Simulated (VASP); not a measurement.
# CaMg3Tl (Pm-3m) in VASP: notebook

CaMg3Tl is run at these levels: PBE; tasks: single point, relaxation of cell and atoms.

Everything below comes from runs of VASP 6.6.1. Logs are shortened: lines on timing, memory, paths and dates and some standing lists are left out, and cuts for length are marked.

## (1) The cell of the first run

The structure is cubic, space group Pm-3m (No. 221). The conventional cell has a = 5.456 Å, b = 5.456 Å, c = 5.456 Å, α = 90.00°, β = 90.00°, γ = 90.00°. Within 5.1 Å of Ca (site symmetry m-3m) lie 12 Mg at 3.86 Å and 8 Tl at 4.72 Å. Mg (site symmetry 4/mmm) has 2 Tl at 2.73 Å within 3.6 Å. Tl (site symmetry m-3m) has 6 Mg at 2.73 Å within 3.6 Å.

## (2) Single point, PBE

INCAR

```
ALGO = Normal
EDIFF = 1E-7
ENCUT = 520
GGA = PE
ISIF = 2
ISMEAR = 0
LASPH = True
LCHARG = False
LREAL = False
LWAVE = False
NBANDS = 22
NELM = 100
PREC = Accurate
SIGMA = 0.1
```

KPOINTS

```
k-points
0
Gamma
  8 8 8
```

POSCAR

```
CaMg3Tl
1.0
    5.4558661358      0.0000000000      0.0000000000
    0.0000000000      5.4558661358      0.0000000000
    0.0000000000      0.0000000000      5.4558661358
Ca Mg Tl
1 3 1
Direct
    0.5000000000      0.5000000000      0.5000000000
    0.5000000000      0.0000000000      0.0000000000
    0.0000000000      0.5000000000      0.0000000000
    0.0000000000      0.0000000000      0.5000000000
    0.0000000000      0.0000000000      0.0000000000
```

Potentials or basis: VASP PAW PBE potentials, release 64 (Ca_sv, Mg, Tl_d).

The run is started by

```console
cat potpaw_PBE.64/Ca_sv/POTCAR potpaw_PBE.64/Mg/POTCAR potpaw_PBE.64/Tl_d/POTCAR > POTCAR
mpirun -np 1 vasp_std > vasp.out
```

OUTCAR:

```text
EDIFF = 1E-7
   ENCUT = 520
   GGA = PE
   ISIF = 2
   ISMEAR = 0
   LASPH = True
   LREAL = False
   NELM = 100
   PREC = Accurate

 ion  position               nearest neighbor table
   1  0.500  0.500  0.500-
   2  0.500  0.000  0.000-   5 2.73   5 2.73
   3  0.000  0.500  0.000-   5 2.73   5 2.73
   4  0.000  0.000  0.500-   5 2.73   5 2.73
   5  0.000  0.000  0.000-   2 2.73   3 2.73   4 2.73   4 2.73   3 2.73   2 2.73

  LATTYP: Found a simple cubic cell.
 ALAT       =     5.4558661358

  Lattice vectors:

 A1 = (   5.4558661358,   0.0000000000,   0.0000000000)
 A2 = (   0.0000000000,   5.4558661358,   0.0000000000)
 A3 = (   0.0000000000,   0.0000000000,   5.4558661358)

Analysis of symmetry for initial positions (statically):
=====================================================================
 Subroutine PRICEL returns:
 Original cell was already a primitive cell.

 Routine SETGRP: Setting up the symmetry group for a
 simple cubic supercell.

 Subroutine GETGRP returns: Found 48 space group operations
 (whereof 48 operations were pure point group operations)
 out of a pool of 48 trial point group operations.

The static configuration has the point symmetry O_h .

Analysis of symmetry for dynamics (positions and initial velocities):
=====================================================================
 Subroutine PRICEL returns:
 Original cell was already a primitive cell.

 Routine SETGRP: Setting up the symmetry group for a
 simple cubic supercell.

 Subroutine GETGRP returns: Found 48 space group operations
 (whereof 48 operations were pure point group operations)
 out of a pool of 48 trial point group operations.

The dynamic configuration has the point symmetry O_h .

 Subroutine INISYM returns: Found 48 space group operations
 (whereof 48 operations are pure point group operations),
 and found     1 'primitive' translations

----------------------------------------------------------------------------------------

                                     Primitive cell

  volume of cell :     162.4019

  direct lattice vectors                    reciprocal lattice vectors
     5.455866136  0.000000000  0.000000000     0.183288955  0.000000000  0.000000000
     0.000000000  5.455866136  0.000000000     0.000000000  0.183288955  0.000000000
     0.000000000  0.000000000  5.455866136     0.000000000  0.000000000  0.183288955

  length of vectors
     5.455866136  5.455866136  5.455866136     0.183288955  0.183288955  0.183288955

  position of ions in fractional coordinates (direct lattice)
     0.500000000  0.500000000  0.500000000
     0.500000000  0.000000000  0.000000000
     0.000000000  0.500000000  0.000000000
     0.000000000  0.000000000  0.500000000
     0.000000000  0.000000000  0.000000000

  ion indices of the primitive-cell ions
   primitive index   ion index
                 1           1
                 2           2
                 3           3
                 4           4
                 5           5

----------------------------------------------------------------------------------------

 KPOINTS: k-points

Automatic generation of k-mesh.
 Grid dimensions read from file:
 generate k-points for:    8    8    8

 Generating k-lattice:

  Cartesian coordinates                     Fractional coordinates (reciprocal lattice)
     0.022911119  0.000000000  0.000000000     0.125000000  0.000000000  0.000000000
     0.000000000  0.022911119  0.000000000     0.000000000  0.125000000  0.000000000
     0.000000000  0.000000000  0.022911119     0.000000000  0.000000000  0.125000000

  Length of vectors
     0.022911119  0.022911119  0.022911119

  Shift w.r.t. Gamma in fractional coordinates (k-lattice)
     0.000000000  0.000000000  0.000000000

 Subroutine IBZKPT returns following result:
 ===========================================

 Found     35 irreducible k-points:

 Following reciprocal coordinates:
            Coordinates               Weight
  0.000000  0.000000  0.000000      1.000000
  0.125000  0.000000  0.000000      6.000000
  0.250000  0.000000  0.000000      6.000000
  0.375000  0.000000  0.000000      6.000000
  0.500000  0.000000  0.000000      3.000000
  0.125000  0.125000  0.000000     12.000000
[... 16 lines left out ...]
  0.375000  0.375000  0.125000     24.000000
  0.500000  0.375000  0.125000     24.000000
 [... further k-points ...]
   k-points           NKPTS =     35   k-points in BZ     NKDIM =     35   number of bands    NBANDS=     22
   number of dos      NEDOS =    301   number of ions     NIONS =      5
   total plane-waves  NPLWV =  74088
   dimension x,y,z NGX =    42 NGY =   42 NGZ =   42
   dimension x,y,z NGXF=    84 NGYF=   84 NGZF=   84
   ions per type =               1   3   1
   NGX,Y,Z   is equivalent  to a cutoff of  12.80, 12.80, 12.80 a.u.
   NGXF,Y,Z  is equivalent  to a cutoff of  25.60, 25.60, 25.60 a.u.
 SYSTEM =  unknown system
   PREC   = accura    normal or accurate (medium, high low for compatibility)
   ISTART =      0    job   : 0-new  1-cont  2-samecut
   ICHARG =      2    charge: 1-file 2-atom 10-const
   ISPIN  =      1    spin polarized calculation?
   LNONCOLLINEAR =      F non collinear calculations
   LSORBIT =      F    spin-orbit coupling
   LASPH  =      T    aspherical Exc in radial PAW
   ENCUT  =  520.0 eV  38.22 Ry    6.18 a.u.  10.14 10.14 10.14*2*pi/ulx,y,z
   NELM   =    100;   NELMIN=  2; NELMDL= -5     # of ELM steps
   EDIFF  = 0.1E-06   stopping-criterion for ELM
   LREAL  =      F    real-space projection
   EDIFFG = 0.1E-05   stopping-criterion for IOM
   NSW    =      0    number of steps for IOM
   IBRION =     -1    ionic relax: 0-MD 1-quasi-New 2-CG
   NFREE  =      0    steps in history (QN), initial steepest desc. (CG)
   ISIF   =      2    stress and relaxation
   ISYM   =      2    0-nonsym 1-usesym 2-fastsym
   POTIM  = 0.5000    time-step for ionic-motion
   TEBEG  =    0.0;   TEEND  =   0.0 temperature during run
   PSTRESS=    0.0 pullay stress
   NELECT =      29.0000    total number of electrons
   NUPDOWN=      -1.0000    fix difference up-down
   EMIN   =  10.00;   EMAX   =-10.00  energy-range for DOS
   EFERMI =   0.00;   METHOD = LEGACY
   ISMEAR =     0;   SIGMA  =   0.10  broadening in eV -4-tet -1-fermi 0-gaus
   EFERMI_NEDOS =   21; number of points for ismear=-14 and -15
   IALGO  =     38    algorithm
   IMIX   =      4    mixing-type and parameters
     AMIX     =   0.40;   BMIX     =  1.00
     AMIX_MAG =   1.60;   BMIX_MAG =  1.00
  volume/ion in A,a.u.               =      32.48       219.19
  Fermi-wavevector in a.u.,A,eV,Ry     =   0.921886  1.742112 11.563230  0.849873
  Thomas-Fermi vector in A             =   2.047352
   LORBIT       =      0    0 simple, 1 ext, 2 COOP (PROOUT), +10 PAW based schemes
   GGA     = PE    functional components
   LHFCALC =     F    Hartree Fock is set to
   AEXX    =    0.0000 exact exchange contribution
   IVDW    =     0    specifies the selected vdW correction
   LEPSILON=     F    determine dielectric tensor
   LRPA    =     F    only Hartree local field effects (RPA)
 non-spin polarized calculation
 Gauss-broadening in eV      SIGMA  =   0.10
  energy-cutoff  :      520.00
  volume of cell :      162.40
 maximum number of plane-waves:      4416
 NGX is ok and might be reduce to    42
   NGX = 21   NGY = 21   NGZ = 21

 number of electron      28.9999999 magnetization

 Free energy of the ion-electron system (eV)
  ---------------------------------------------------
  ext. energy  EPLUGINS =         0.00000000
  ---------------------------------------------------
  free energy    TOTEN  =        -7.62001054 eV

  energy without entropy =       -7.59907160  energy(sigma->0) =       -7.60954107

 E-fermi :   2.5810     XC(G=0):  -8.0146

 val. band max:        2.5758602896   @ k =   0.2500   0.2500   0.1250
 cond. band min:       2.5813500357   @ k =   0.5000   0.1250   0.1250
 fundamental gap:      0.0054897461
 Fermi energy:         2.5809809169

 k-point     1 :       0.0000    0.0000    0.0000
  band No.  band energies     occupation
      1     -40.0231      2.00000
      2     -20.9884      2.00000
      3     -20.9884      2.00000
      4     -20.9884      2.00000
      5      -9.6327      2.00000
      6      -9.6327      2.00000
[... 14 lines left out ...]
     21       5.6362      0.00000
     22       6.0141      0.00000

 k-point     2 :       0.1250    0.0000    0.0000
  band No.  band energies     occupation
      1     -40.0230      2.00000
      2     -20.9886      2.00000
      3     -20.9884      2.00000
      4     -20.9884      2.00000
      5      -9.6326      2.00000
      6      -9.6289      2.00000
[... 14 lines left out ...]
     21       5.5408      0.00000
     22       5.7521      0.00000

 k-point     3 :       0.2500    0.0000    0.0000
  band No.  band energies     occupation
      1     -40.0230      2.00000
      2     -20.9891      2.00000
      3     -20.9883      2.00000
      4     -20.9883      2.00000
      5      -9.6324      2.00000
      6      -9.6196      2.00000
[... 14 lines left out ...]
     21       4.7561      0.00000
     22       5.2546      0.00000

 k-point     4 :       0.3750    0.0000    0.0000
  band No.  band energies     occupation
      1     -40.0230      2.00000
      2     -20.9896      2.00000
      3     -20.9883      2.00000
      4     -20.9883      2.00000
      5      -9.6321      2.00000
      6      -9.6104      2.00000
[... 14 lines left out ...]
     21       4.6061      0.00000
     22       4.8865      0.00000

 k-point     5 :       0.5000    0.0000    0.0000
  band No.  band energies     occupation
      1     -40.0230      2.00000
      2     -20.9898      2.00000
      3     -20.9883      2.00000
      4     -20.9883      2.00000
      5      -9.6320      2.00000
      6      -9.6066      2.00000
[... 14 lines left out ...]
     21       4.7609      0.00000
     22       4.7611      0.00000

 k-point     6 :       0.1250    0.1250    0.0000
  band No.  band energies     occupation
      1     -40.0230      2.00000
      2     -20.9886      2.00000
      3     -20.9886      2.00000
      4     -20.9884      2.00000
      5      -9.6307      2.00000
      6      -9.6269      2.00000
[... 14 lines left out ...]
     21       5.3002      0.00000
     22       5.4965      0.00000

 k-point     7 :       0.2500    0.1250    0.0000
  band No.  band energies     occupation
      1     -40.0230      2.00000
      2     -20.9891      2.00000
      3     -20.9885      2.00000
      4     -20.9883      2.00000
      5      -9.6297      2.00000
      6      -9.6183      2.00000
[... 324 lines left out ...]
      6      -9.6125      2.00000
[... 14 lines left out ...]
     21       5.1410      0.00000
     22       5.3294      0.00000

 k-point    21 :       0.3750    0.2500    0.1250
  band No.  band energies     occupation
      1     -40.0230      2.00000
      2     -20.9895      2.00000
      3     -20.9890      2.00000
      4     -20.9884      2.00000
      5      -9.6205      2.00000
      6      -9.6044      2.00000
[... 14 lines left out ...]
     21       4.9892      0.00000
     22       5.3077      0.00000

 k-point    22 :       0.5000    0.2500    0.1250
  band No.  band energies     occupation
      1     -40.0230      2.00000
      2     -20.9897      2.00000
      3     -20.9889      2.00000
      4     -20.9884      2.00000
      5      -9.6202      2.00000
      6      -9.6007      2.00000
[... 14 lines left out ...]
     21       4.9697      0.00000
     22       5.0010      0.00000

 k-point    23 :       0.3750    0.3750    0.1250
  band No.  band energies     occupation
      1     -40.0230      2.00000
      2     -20.9894      2.00000
      3     -20.9894      2.00000
      4     -20.9884      2.00000
      5      -9.6171      2.00000
      6      -9.5981      2.00000
[... 14 lines left out ...]
     21       5.1638      0.00000
     22       5.2583      0.00000

 k-point    24 :       0.5000    0.3750    0.1250
  band No.  band energies     occupation
      1     -40.0230      2.00000
      2     -20.9896      2.00000
      3     -20.9894      2.00000
      4     -20.9884      2.00000
      5      -9.6163      2.00000
      6      -9.5949      2.00000
[... 14 lines left out ...]
     21       5.1661      0.00000
     22       5.3884      0.00000

 [... further k-points ...]
[... 5 lines left out ...]
  --------------------------------------------------------------------------------------
  -------------------------------------------------------------------------------------
  Total       -0.1036851     -0.1036851     -0.1036851     -0.0000000     -0.0000000     -0.0000000
  in kB       -1.0229063     -1.0229063     -1.0229063     -0.0000000     -0.0000000     -0.0000000
  external PRESSURE =      -1.0229063 kB  Pullay stress =       0.0000000 kB

 VOLUME and BASIS-vectors are now :
 -----------------------------------------------------------------------------
  energy-cutoff  :      520.00
  volume of cell :      162.40
      direct lattice vectors                 reciprocal lattice vectors
     5.455866136  0.000000000  0.000000000     0.183288955  0.000000000  0.000000000
     0.000000000  5.455866136  0.000000000     0.000000000  0.183288955  0.000000000
     0.000000000  0.000000000  5.455866136     0.000000000  0.000000000  0.183288955

 POSITION                                       TOTAL-FORCE (eV/Angst)
 -----------------------------------------------------------------------------------
      2.72793      2.72793      2.72793         0.000000      0.000000      0.000000
      2.72793      0.00000      0.00000         0.000000      0.000000      0.000000
      0.00000      2.72793      0.00000         0.000000      0.000000      0.000000
      0.00000      0.00000      2.72793         0.000000      0.000000      0.000000
      0.00000      0.00000      0.00000         0.000000      0.000000      0.000000
 -----------------------------------------------------------------------------------
    total drift:                                0.000000     -0.000000     -0.000000

  FREE ENERGIE OF THE ION-ELECTRON SYSTEM (eV)
  ---------------------------------------------------
  free  energy   TOTEN  =        -7.6200105364 eV

  energy  without entropy=       -7.5990716048  energy(sigma->0) =       -7.60954107
```

It took 76 s on 1 thread of Intel Xeon Platinum 8488C (Sapphire Rapids), shared host; peak memory 0.35 GiB.

What came out:

```
Free energy : -7.6200 eV
Pressure    : -0.1 GPa
```

Caveat: spin-orbit coupling is left out, which moves the levels of the heavy elements.

## (3) Relaxation of cell and atoms, PBE

INCAR

```
  ALGO = Normal
  EDIFF = 1E-6
  EDIFFG = -0.01
  ENCUT = 600
  GGA = PE
  IBRION = 2
  ISIF = 3
  ISMEAR = 0
  LASPH = T
  LCHARG = F
  LREAL = F
  LWAVE = F
  NELM = 100
  NSW = 100
  PREC = Accurate
  SIGMA = 0.1
```

KPOINTS is that of step 2.

POSCAR is that of step 2.

Potentials or basis: VASP PAW PBE potentials, release 64 (Ca_sv, Mg, Tl_d).

The run is started by

```console
cat potpaw_PBE.64/Ca_sv/POTCAR potpaw_PBE.64/Mg/POTCAR potpaw_PBE.64/Tl_d/POTCAR > POTCAR
mpirun -np 1 vasp_std > vasp.out
```

It took 1.8 min on 1 thread of Intel Xeon Platinum 8488C (Sapphire Rapids), shared host; peak memory 0.44 GiB.

Results (log left out):

| Item | Value |
| --- | --- |
| Free energy | -7.6204 eV |
| Relaxed volume | 32.40 Å³/atom |
| Relaxed cell | a = 5.451 Å, b = 5.451 Å, c = 5.451 Å, α = 90.00°, β = 90.00°, γ = 90.00° |
| Space group after relaxing (to 0.05 Å) | Pm-3m (No. 221) |
| Energy gained by relaxing | 0.0 meV/atom |
| Ionic steps | 2 |
| Pressure after relaxing | 0.0 GPa |

Step by step:
```
step  energy change (eV)  largest force (eV/Å)  pressure (GPa)  volume (Å³)
   1              0.0000                0.0000           -0.08       162.40
   2             -0.0001                0.0000           -0.03       162.00
```

Final structure:
```
Ca Mg Tl
1.0
     5.45138    0.00000    0.00000
     0.00000    5.45138    0.00000
     0.00000    0.00000    5.45138
Ca Mg Tl
1 3 1
Direct
  0.50000 0.50000 0.50000
  0.50000 0.00000 0.00000
  0.00000 0.50000 0.00000
  0.00000 0.00000 0.50000
  0.00000 0.00000 0.00000
```

Levels at points of the mesh, in eV from the Fermi level:
| k point | band 13 | band 14 | band 15 | band 16 | band 17 | band 18 |
| --- | --- | --- | --- | --- | --- | --- |
| (0.00, 0.00, 0.00) | -1.65 | -1.65 | -0.59 | -0.59 | 1.93 | 1.93 |
| (0.50, 0.00, 0.00) | -1.34 | -0.91 | 0.38 | 0.71 | 1.13 | 1.37 |
| (0.50, 0.50, 0.00) | -1.83 | -0.80 | 0.00 | 0.92 | 0.92 | 1.88 |
| (0.50, 0.50, 0.50) | -3.17 | -0.90 | -0.90 | -0.90 | 0.21 | 2.49 |

Caveat: spin-orbit coupling is left out, which moves the levels of the heavy elements.

## (4) Single point, PBE

This run uses another cell than the first one, of 23.72 Å³/atom, 0.730 times its volume.

INCAR

```
ALGO = Normal
EDIFF = 1E-6
ENCUT = 520
GGA = PE
ISIF = 2
ISMEAR = 0
LASPH = True
LCHARG = False
LREAL = False
LWAVE = False
NBANDS = 22
NELM = 100
PREC = Accurate
SIGMA = 0.1
```

KPOINTS

```
k-points
0
Gamma
  4 4 4
```

POSCAR, as its differences from that of step 3:

```diff
@@ -2,5 +2,5 @@
 1.0
-    5.4558661358      0.0000000000      0.0000000000
-    0.0000000000      5.4558661358      0.0000000000
-    0.0000000000      0.0000000000      5.4558661358
+    4.9133378000      0.0000000000      0.0000000000
+    0.0000000000      4.9133378000      0.0000000000
+    0.0000000000      0.0000000000      4.9133378000
 Ca Mg Tl
```

The run is started by

```console
cat potpaw_PBE.64/Ca_sv/POTCAR potpaw_PBE.64/Mg/POTCAR potpaw_PBE.64/Tl_d/POTCAR > POTCAR
mpirun -np 1 vasp_std > vasp.out
```

It took 19 s on 1 thread of Intel Xeon Platinum 8488C (Sapphire Rapids), shared host; peak memory 0.25 GiB.

The run converged. Its results:

* Free energy: -6.1681 eV
* Pressure: 14.9 GPa

Levels at points of the mesh, in eV from the Fermi level:
```csv
k point,band 12,band 13,band 14,band 15,band 16,band 17
"(0.00, 0.00, 0.00)",-2.10,-2.10,-2.05,-0.57,-0.57,2.30
"(0.50, 0.00, 0.00)",-1.78,-1.78,-0.53,0.11,1.74,1.74
"(0.50, 0.50, 0.00)",-4.27,-2.17,-1.03,0.59,1.01,1.01
"(0.50, 0.50, 0.50)",-3.74,-3.74,-1.09,-1.09,-1.09,0.63
```

Caveat: spin-orbit coupling is left out, which moves the levels of the heavy elements.

## (5) Summary

```tsv
task	cell	k mesh	cutoff (eV)	gap on the mesh (eV)	pressure (GPa)
single point	a = 5.456 Å, 5 atoms	8 × 8 × 8	520	none	-0.1
relaxation of cell and atoms	relaxed from a = 5.456 Å, 5 atoms	8 × 8 × 8	600	none	0.0
single point	a = 4.913 Å, 5 atoms	4 × 4 × 4	520	none	14.9
```

Alike in all rows: level PBE; potentials or basis VASP PAW PBE potentials, release 64 (Ca_sv, Mg, Tl_d); no spin polarisation; smearing gaussian 0.1 eV.

Caveats: spin-orbit coupling is left out, which moves the levels of the heavy elements.

Absolute energies hang on the potentials; compare differences alone.
